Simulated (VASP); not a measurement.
# Sc (Fm-3m) in VASP: notebook

The runs below take Sc through single point, with PBE, HSE06.

Program: VASP 6.6.1. These are calculated values, not measurements. Logs are shortened: lines on timing, memory, paths and dates and some standing lists are left out, and cuts for length are marked.

### 1 The cell of the first run

The structure is cubic, space group Fm-3m (No. 225). Conventional cell: a = 4.626 Å, b = 4.626 Å, c = 4.626 Å, α = 90.00°, β = 90.00°, γ = 90.00°. Within 4.3 Å of Sc (site symmetry m-3m) lie 12 Sc at 3.27 Å.

### 2 Single point, PBE

INCAR reads:

```
SYSTEM = Sc
ALGO = Normal
EDIFF = 1E-7
ENCUT = 520
GGA = PE
ISIF = 2
ISMEAR = -1
LASPH = .TRUE.
LCHARG = .FALSE.
LREAL = .FALSE.
LWAVE = .FALSE.
NBANDS = 12
NELM = 100
PREC = Accurate
SIGMA = 0.1
```

KPOINTS reads:

```
k-points
0
G
  6 6 6
  0 0 0
```

POSCAR reads:

```
Sc
1.0
    0.0000000000      2.3130827657      2.3130827657
    2.3130827657      0.0000000000      2.3130827657
    2.3130827657      2.3130827657      0.0000000000
Sc
1
Direct
    0.0000000000      0.0000000000      0.0000000000
```

Potentials or basis: VASP PAW PBE potentials, release 64 (Sc_sv).

Command:

```sh
$ cat potpaw_PBE.64/Sc_sv/POTCAR > POTCAR
$ mpirun -np 1 vasp_std > vasp.out
```

OUTCAR:

```text
SYSTEM = Sc
   EDIFF = 1E-7
   ENCUT = 520
   GGA = PE
   ISIF = 2
   ISMEAR = -1
   LASPH = .TRUE.
   LREAL = .FALSE.
   NELM = 100
   PREC = Accurate

 ion  position               nearest neighbor table
   1  0.000  0.000  0.000-

  LATTYP: Found a face centered cubic cell.
 ALAT       =     4.6261655314

  Lattice vectors:

 A1 = (   0.0000000000,   2.3130827657,   2.3130827657)
 A2 = (   2.3130827657,   0.0000000000,   2.3130827657)
 A3 = (   2.3130827657,   2.3130827657,   0.0000000000)

Analysis of symmetry for initial positions (statically):
=====================================================================
 Subroutine PRICEL returns:
 Original cell was already a primitive cell.

 Routine SETGRP: Setting up the symmetry group for a
 face centered cubic supercell.

 Subroutine GETGRP returns: Found 48 space group operations
 (whereof 48 operations were pure point group operations)
 out of a pool of 48 trial point group operations.

The static configuration has the point symmetry O_h .

Analysis of symmetry for dynamics (positions and initial velocities):
=====================================================================
 Subroutine PRICEL returns:
 Original cell was already a primitive cell.

 Routine SETGRP: Setting up the symmetry group for a
 face centered cubic supercell.

 Subroutine GETGRP returns: Found 48 space group operations
 (whereof 48 operations were pure point group operations)
 out of a pool of 48 trial point group operations.

The dynamic configuration has the point symmetry O_h .

 Subroutine INISYM returns: Found 48 space group operations
 (whereof 48 operations are pure point group operations),
 and found     1 'primitive' translations

----------------------------------------------------------------------------------------

                                     Primitive cell

  volume of cell :      24.7516

  direct lattice vectors                    reciprocal lattice vectors
     0.000000000  2.313082766  2.313082766    -0.216161742  0.216161742  0.216161742
     2.313082766  0.000000000  2.313082766     0.216161742 -0.216161742  0.216161742
     2.313082766  2.313082766  0.000000000     0.216161742  0.216161742 -0.216161742

  length of vectors
     3.271193018  3.271193018  3.271193018     0.374403120  0.374403120  0.374403120

  position of ions in fractional coordinates (direct lattice)
     0.000000000  0.000000000  0.000000000

  ion indices of the primitive-cell ions
   primitive index   ion index
                 1           1

----------------------------------------------------------------------------------------

 KPOINTS: k-points

Automatic generation of k-mesh.
 Grid dimensions read from file:
 generate k-points for:    6    6    6

 Generating k-lattice:

  Cartesian coordinates                     Fractional coordinates (reciprocal lattice)
    -0.036026957  0.036026957  0.036026957     0.166666667  0.000000000  0.000000000
     0.036026957 -0.036026957  0.036026957     0.000000000  0.166666667  0.000000000
     0.036026957  0.036026957 -0.036026957     0.000000000  0.000000000  0.166666667

  Length of vectors
     0.062400520  0.062400520  0.062400520

  Shift w.r.t. Gamma in fractional coordinates (k-lattice)
     0.000000000  0.000000000  0.000000000

 Subroutine IBZKPT returns following result:
 ===========================================

 Found     16 irreducible k-points:

 Following reciprocal coordinates:
            Coordinates               Weight
  0.000000  0.000000  0.000000      1.000000
  0.166667  0.000000  0.000000      8.000000
  0.333333  0.000000  0.000000      8.000000
  0.500000  0.000000  0.000000      4.000000
  0.166667  0.166667  0.000000      6.000000
  0.333333  0.166667  0.000000     24.000000
[... 8 lines left out ...]
 -0.333333  0.333333  0.166667     24.000000
 -0.333333  0.500000  0.166667     12.000000
   k-points           NKPTS =     16   k-points in BZ     NKDIM =     16   number of bands    NBANDS=     12
   number of dos      NEDOS =    301   number of ions     NIONS =      1
   total plane-waves  NPLWV =  13824
   dimension x,y,z NGX =    24 NGY =   24 NGZ =   24
   dimension x,y,z NGXF=    48 NGYF=   48 NGZF=   48
   ions per type =               1
   NGX,Y,Z   is equivalent  to a cutoff of  12.20, 12.20, 12.20 a.u.
   NGXF,Y,Z  is equivalent  to a cutoff of  24.39, 24.39, 24.39 a.u.
 SYSTEM =  Sc
   PREC   = accura    normal or accurate (medium, high low for compatibility)
   ISTART =      0    job   : 0-new  1-cont  2-samecut
   ICHARG =      2    charge: 1-file 2-atom 10-const
   ISPIN  =      1    spin polarized calculation?
   LNONCOLLINEAR =      F non collinear calculations
   LSORBIT =      F    spin-orbit coupling
   LASPH  =      T    aspherical Exc in radial PAW
   ENCUT  =  520.0 eV  38.22 Ry    6.18 a.u.   6.08  6.08  6.08*2*pi/ulx,y,z
   NELM   =    100;   NELMIN=  2; NELMDL= -5     # of ELM steps
   EDIFF  = 0.1E-06   stopping-criterion for ELM
   LREAL  =      F    real-space projection
   EDIFFG = 0.1E-05   stopping-criterion for IOM
   NSW    =      0    number of steps for IOM
   IBRION =     -1    ionic relax: 0-MD 1-quasi-New 2-CG
   NFREE  =      0    steps in history (QN), initial steepest desc. (CG)
   ISIF   =      2    stress and relaxation
   ISYM   =      2    0-nonsym 1-usesym 2-fastsym
   POTIM  = 0.5000    time-step for ionic-motion
   TEBEG  =    0.0;   TEEND  =   0.0 temperature during run
   PSTRESS=    0.0 pullay stress
   NELECT =      11.0000    total number of electrons
   NUPDOWN=      -1.0000    fix difference up-down
   EMIN   =  10.00;   EMAX   =-10.00  energy-range for DOS
   EFERMI =   0.00;   METHOD = LEGACY
   ISMEAR =    -1;   SIGMA  =   0.10  broadening in eV -4-tet -1-fermi 0-gaus
   EFERMI_NEDOS =   21; number of points for ismear=-14 and -15
   IALGO  =     38    algorithm
   IMIX   =      4    mixing-type and parameters
     AMIX     =   0.40;   BMIX     =  1.00
     AMIX_MAG =   1.60;   BMIX_MAG =  1.00
  volume/ion in A,a.u.               =      24.75       167.03
  Fermi-wavevector in a.u.,A,eV,Ry     =   1.249313  2.360859 21.235738  1.560783
  Thomas-Fermi vector in A             =   2.383359
   LORBIT       =      0    0 simple, 1 ext, 2 COOP (PROOUT), +10 PAW based schemes
   GGA     = PE    functional components
   LHFCALC =     F    Hartree Fock is set to
   AEXX    =    0.0000 exact exchange contribution
   IVDW    =     0    specifies the selected vdW correction
   LEPSILON=     F    determine dielectric tensor
   LRPA    =     F    only Hartree local field effects (RPA)
 non-spin polarized calculation
  energy-cutoff  :      520.00
  volume of cell :       24.75
 maximum number of plane-waves:       680
   NGX = 13   NGY = 13   NGZ = 13

 number of electron      11.0000000 magnetization

 Free energy of the ion-electron system (eV)
  ---------------------------------------------------
  ext. energy  EPLUGINS =         0.00000000
  ---------------------------------------------------
  free energy    TOTEN  =        -6.23825783 eV

  energy without entropy =       -6.18108132  energy(sigma->0) =       -6.20966957

 E-fermi :   3.6985     XC(G=0):  -9.8592

 val. band max:        3.5916665767   @ k =   0.5000   0.1667   0.0000
 cond. band min:       3.7603004476   @ k =   0.5000   0.3333   0.1667
 fundamental gap:      0.1686338709
 Fermi energy:         3.6984769375

 k-point     1 :       0.0000    0.0000    0.0000
  band No.  band energies     occupation
      1     -45.7365      2.00000
      2     -24.1553      2.00000
      3     -24.1553      2.00000
      4     -24.1553      2.00000
      5      -1.4671      2.00000
      6       5.2877      0.00000
      7       5.2877      0.00000
      8       5.2877      0.00000
      9       6.6552      0.00000
     10       6.6552      0.00000
     11      16.1956      0.00000
     12      19.5691      0.00000

 k-point     2 :       0.1667    0.0000    0.0000
  band No.  band energies     occupation
      1     -45.7220      2.00000
      2     -24.2546      2.00000
      3     -24.1681      2.00000
      4     -24.1681      2.00000
      5      -0.7879      2.00000
      6       4.8356      0.00002
      7       5.4777      0.00000
      8       5.4777      0.00000
      9       6.5605      0.00000
     10       6.5605      0.00000
     11      15.8662      0.00000
     12      17.0275      0.00000

 k-point     3 :       0.3333    0.0000    0.0000
  band No.  band energies     occupation
      1     -45.6930      2.00000
      2     -24.4486      2.00000
      3     -24.1937      2.00000
      4     -24.1937      2.00000
      5       0.8739      2.00000
      6       4.1269      0.02720
      7       5.3626      0.00000
      8       5.3626      0.00000
      9       7.0526      0.00000
     10       7.0526      0.00000
     11      12.2960      0.00000
     12      16.2329      0.00000

 k-point     4 :       0.5000    0.0000    0.0000
  band No.  band energies     occupation
      1     -45.6784      2.00000
      2     -24.5433      2.00000
      3     -24.2064      2.00000
      4     -24.2064      2.00000
      5       1.9542      2.00000
      6       3.9330      0.17485
      7       5.1800      0.00000
      8       5.1800      0.00000
      9       7.5396      0.00000
     10       7.5396      0.00000
     11      10.4083      0.00000
     12      15.5624      0.00000

 k-point     5 :       0.1667    0.1667    0.0000
  band No.  band energies     occupation
      1     -45.7173      2.00000
      2     -24.2516      2.00000
      3     -24.1901      2.00000
      4     -24.1901      2.00000
      5      -0.5688      2.00000
      6       4.6191      0.00020
      7       5.6929      0.00000
      8       5.6929      0.00000
      9       5.9811      0.00000
     10       6.8617      0.00000
     11      16.9147      0.00000
     12      17.4368      0.00000
[... 108 lines left out ...]
      1     -45.6595      2.00000
      2     -24.5185      2.00000
      3     -24.2935      2.00000
      4     -24.2935      2.00000
      5       2.2036      2.00000
      6       3.0960      1.99517
      7       5.6155      0.00000
      8       7.5360      0.00000
      9       7.7687      0.00000
     10       7.7687      0.00000
     11      12.2050      0.00000
     12      12.8125      0.00000

 k-point    14 :       0.5000    0.3333    0.1667
  band No.  band energies     occupation
      1     -45.6738      2.00000
      2     -24.4437      2.00000
      3     -24.3107      2.00000
      4     -24.2399      2.00000
      5       2.0966      2.00000
      6       3.7603      0.70037
      7       4.3954      0.00188
      8       6.3420      0.00000
      9       6.8717      0.00000
     10       8.1558      0.00000
     11      12.9201      0.00000
     12      13.0671      0.00000

 k-point    15 :      -0.3333    0.3333    0.1667
  band No.  band energies     occupation
      1     -45.6642      2.00000
      2     -24.4549      2.00000
      3     -24.3575      2.00000
      4     -24.2616      2.00000
      5       3.2219      1.98311
      6       3.3171      1.95684
      7       4.2217      0.01063
      8       6.1321      0.00000
      9       7.4174      0.00000
     10       9.3890      0.00000
     11      10.1748      0.00000
     12      13.4870      0.00000

 k-point    16 :      -0.3333    0.5000    0.1667
  band No.  band energies     occupation
      1     -45.6594      2.00000
      2     -24.4630      2.00000
      3     -24.3505      2.00000
      4     -24.2971      2.00000
      5       2.7916      1.99977
      6       3.4640      1.82510
      7       4.5330      0.00047
      8       6.5854      0.00000
      9       7.7704      0.00000
     10       9.3386      0.00000
     11      11.6045      0.00000
     12      11.7291      0.00000

------------------------ aborting loop because EDIFF is reached ----------------------------------------

  FORCE on cell =-STRESS in cart. coord.  units (eV):
  Direction    XX          YY          ZZ          XY          YZ          ZX
  --------------------------------------------------------------------------------------
  -------------------------------------------------------------------------------------
  Total        0.0021562      0.0021562      0.0021562     -0.0000000      0.0000000      0.0000000
  in kB        0.1395693      0.1395693      0.1395693     -0.0000000      0.0000000      0.0000000
  external PRESSURE =       0.1395693 kB  Pullay stress =       0.0000000 kB

 VOLUME and BASIS-vectors are now :
 -----------------------------------------------------------------------------
  energy-cutoff  :      520.00
  volume of cell :       24.75
      direct lattice vectors                 reciprocal lattice vectors
     0.000000000  2.313082766  2.313082766    -0.216161742  0.216161742  0.216161742
     2.313082766  0.000000000  2.313082766     0.216161742 -0.216161742  0.216161742
     2.313082766  2.313082766  0.000000000     0.216161742  0.216161742 -0.216161742

 POSITION                                       TOTAL-FORCE (eV/Angst)
 -----------------------------------------------------------------------------------
      0.00000      0.00000      0.00000        -0.000000      0.000000     -0.000000
 -----------------------------------------------------------------------------------
    total drift:                                0.000000      0.000000     -0.000000

  FREE ENERGIE OF THE ION-ELECTRON SYSTEM (eV)
  ---------------------------------------------------
  free  energy   TOTEN  =        -6.2382578256 eV

  energy  without entropy=       -6.1810813172  energy(sigma->0) =       -6.20966957
```

Wall time 4.2 s (1 thread of Intel Xeon Platinum 8259CL at 2.50GHz (Skylake/Cascade Lake), shared host); peak memory 0.13 GiB.

Results:

```yaml
Free_energy: -6.2383 eV
Pressure: 0.0 GPa
```

Levels at points of the mesh, in eV from the Fermi level:
```csv
k point,band 2,band 3,band 4,band 5,band 6,band 7,band 8,band 9
"(0.00, 0.00, 0.00)",-27.85,-27.85,-27.85,-5.17,1.59,1.59,1.59,2.96
"(0.50, 0.00, 0.00)",-28.24,-27.90,-27.90,-1.74,0.23,1.48,1.48,3.84
"(0.50, 0.50, 0.00)",-28.22,-27.99,-27.99,-1.49,-0.60,1.92,3.84,4.07
```

Caveat: the k points lie up to 0.39 Å⁻¹ apart.

[end of part 1 of 2]
